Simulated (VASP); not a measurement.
Wanted: the native input for a VASP 6.6.1 run.

* Task: single point
* Functional: PBE
* Potentials or basis: VASP PAW PBE potentials, release 64 (Si)
* Cutoff: 520 eV
* k mesh: 2 × 2 × 2
* Occupations: gaussian, width 0.05 eV
* Spin: no spin polarisation
* Dipole correction: no
* Further INCAR settings: LREAL = Auto; ALGO = Normal; EDIFF = 1e-06; NBANDS = 48

The structure of Si (a cell with a defect) lies in POSCAR:

```
Si
1.0
    0.0000000000      5.4300000000      5.4300000000
    5.4300000000      0.0000000000      5.4300000000
    5.4300000000      5.4300000000      0.0000000000
Si
17
Direct
    0.0008523941     -0.0004634438      0.0004323204
    0.1225665746      0.1238744936      0.1229441068
   -0.0035585635     -0.0026797422      0.5030926335
    0.1222804788      0.1228103131      0.6318445672
   -0.0039367403      0.5037728361     -0.0036238490
    0.1224200737      0.6309616943      0.1227173112
   -0.0034934622      0.5029669429      0.5029295580
    0.1257805709      0.6249866483      0.6239229282
    0.5028172192     -0.0025761510     -0.0031406077
    0.6322686924      0.1225972376      0.1223607735
    0.5026128913     -0.0027303867      0.5026377532
    0.6238523941      0.1266376611      0.6243481584
    0.5027159300      0.5027807551     -0.0031360037
    0.6235139042      0.6250720994      0.1260770718
    0.4993765193      0.5003367403      0.4997133517
    0.6239070902      0.6248949355      0.6243452118
    1.2506159300      0.2496660221      0.2503743094
```

These files were run (other wordings do the same):

INCAR

```
SYSTEM = Si
ALGO = Normal ; EDIFF = 1E-6
ENCUT = 520 ; GGA = PE
ISIF = 2 ; ISMEAR = 0
LASPH = .TRUE. ; LCHARG = .FALSE.
LREAL = Auto ; LWAVE = .FALSE.
NBANDS = 48 ; NELM = 100
PREC = Accurate ; SIGMA = 0.05
```

KPOINTS

```
k-points
0
G
  2 2 2
  0 0 0
```

Potentials or basis: VASP PAW PBE potentials, release 64 (Si).

Launch:

```sh
$ cat potpaw_PBE.64/Si/POTCAR > POTCAR
$ mpirun -np 1 vasp_std > vasp.out
```

It gave:

* Pressure: 5.3 GPa
* Largest force: 0.022 eV/Å
* Band gap on the k mesh: zero (band 34 reaches 6.93 eV, above the bottom of band 35 at 6.67 eV)

Caveat: the k points lie up to 0.50 Å⁻¹ apart.

Wall time 3.4 min on 1 thread of AMD EPYC 7R43 64-Core Processor (Zen 3), with other jobs on the host, peak memory 0.42 GiB.
